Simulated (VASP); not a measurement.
Input of a VASP 6.6.1 run:

POSCAR

```
Si
1.0
    2.5632758802      0.0000000000      0.0000000000
   -1.2816379401      2.2198620292      0.0000000000
    0.0000000000      0.0000000000      2.4937990725
Si
1
Direct
    0.0000000000      0.0000000000      0.0000000000
```

File INCAR.step1:

```
PREC = Accurate ; ENCUT = 520
ISMEAR = 0 ; SIGMA = 0.15
LREAL = F ; LASPH = T
NELM = 80 ; NBANDS = 8
GGA = PE ; ALGO = Normal
EDIFF = 1E-4 ; LWAVE = T
LCHARG = F
```

File INCAR.step2:

```
PREC = Accurate ; ENCUT = 520
EDIFF = 1E-7 ; ISMEAR = 0
SIGMA = 0.15 ; LREAL = F
LASPH = T ; NELM = 80
ALGO = Normal ; ISIF = 2
LWAVE = F ; LCHARG = F
METAGGA = R2SCAN ; LMIXTAU = T
NBANDS = 8 ; ISTART = 1
```

KPOINTS

```
regular mesh
0
Gamma
  24 24 24
```

Potentials or basis: VASP PAW PBE potentials, release 64 (Si).

Command:

```sh
$ cat potpaw_PBE.64/Si/POTCAR > POTCAR
$ cp INCAR.step1 INCAR
$ mpirun -np 1 vasp_std > vasp.out
$ cp INCAR.step2 INCAR
$ mpirun -np 1 vasp_std > vasp.out
```

Q: Estimate the band gap on the k mesh.

A: Zero (band 2 reaches 17.67 eV, above the bottom of band 3 at 5.19 eV).

Q: Predict the pressure.

A: 6.1 GPa.

Stress tensor (GPa, compression positive):
```
9.14 0.00 0.00
0.00 9.14 0.00
0.00 0.00 0.16
```

Caveat: the cell differs from its parent crystal (strain -0.025 along x and y, +0.000 along z); the PAW data sets were made with another functional, which shifts forces and pressure a little.
